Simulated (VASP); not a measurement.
Here is a VASP 6.6.1 calculation.

INCAR

```
ALGO     = Normal         # electronic algorithm
EDIFF    = 1E-7           # SCF threshold, eV
EDIFFG   = -0.01          # ionic threshold
ENCUT    = 600            # plane-wave cutoff, eV
GGA      = PE             # functional
IBRION   = 2              # ionic algorithm
ISIF     = 3              # what is computed and relaxed
ISMEAR   = 0              # smearing method
LASPH    = True           # aspherical terms in the spheres
LCHARG   = False          # write CHGCAR
LREAL    = False          # projectors in reciprocal space
LWAVE    = False          # write WAVECAR
NELM     = 100            # most SCF steps
NSW      = 60             # ionic steps
PREC     = Accurate       # precision mode
PSTRESS  = 80.0         
SIGMA    = 0.01           # smearing width, eV
```

File KPOINTS:

```
k-points
0
Gamma
  6 6 6
```

Contents of POSCAR:

```
TePb
1.0
    0.0000000000      3.2310000000      3.2310000000
    3.2310000000      0.0000000000      3.2310000000
    3.2310000000      3.2310000000      0.0000000000
Te Pb
1 1
Direct
    0.5000000000      0.5000000000      0.5000000000
    0.0000000000      0.0000000000      0.0000000000
```

Potentials or basis: VASP PAW PBE potentials, release 64 (Te, Pb_d).

Launch:

```console
$ cat potpaw_PBE.64/Te/POTCAR potpaw_PBE.64/Pb_d/POTCAR > POTCAR
$ mpirun -np 1 vasp_std > vasp.out
```

Task: Predict the relaxed volume.

Result: 30.59 Å³/atom.

Task: Predict the relaxed cell.

Result: a = 4.423 Å, b = 4.423 Å, c = 4.423 Å, α = 60.00°, β = 60.00°, γ = 60.00°.

Task: Predict the band gap on the k mesh.

Result: 0.49 eV, direct.

Final structure:
```
Te Pb
1.0
     0.00000    3.12759    3.12759
     3.12759    0.00000    3.12759
     3.12759    3.12759    0.00000
Te Pb
1 1
Direct
  0.50000 0.50000 0.50000
  0.00000 0.00000 0.00000
```

Caveat: the cell is relaxed towards a set pressure, so the enthalpy falls and the energy may rise; spin-orbit coupling is left out, which moves the levels of the heavy elements. A k mesh can miss the band edges.
